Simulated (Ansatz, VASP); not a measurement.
## CaSe: VASP beside Ansatz

```
CELL_PARAMETERS angstrom
0.00000 3.00447 3.00447
3.00447 0.00000 3.00447
3.00447 3.00447 0.00000
ATOMIC_POSITIONS crystal
Ca 0.00000 0.00000 0.00000
Se 0.50000 0.50000 0.50000
```

Change from the starting cell: volume scaled by 1.05, crystal datasets.

Alike in both runs: task electric field gradients; functional PBE; k mesh 7 × 7 × 7; occupations fermi-dirac, width 0.01 eV; no spin polarisation.

|  | VASP | Ansatz |
| --- | --- | --- |
| version | VASP 6.6.1 | Ansatz 0.2.0 |
| potentials or method | VASP PAW PBE potentials, release 64 (Ca_sv, Se), cutoff 520 eV | all-electron PAW with datasets made for the crystal, scalar-relativistic |

|  | VASP | Ansatz | Ansatz less VASP |
| --- | --- | --- | --- |
| gap on the k mesh at the Fermi level (eV) | 2.19 | 2.20 | +0.008 |
| pressure (GPa) | -1.0 | -1.2 | -0.15 |

Ansatz ran all-electron here, and VASP with PAW potentials.
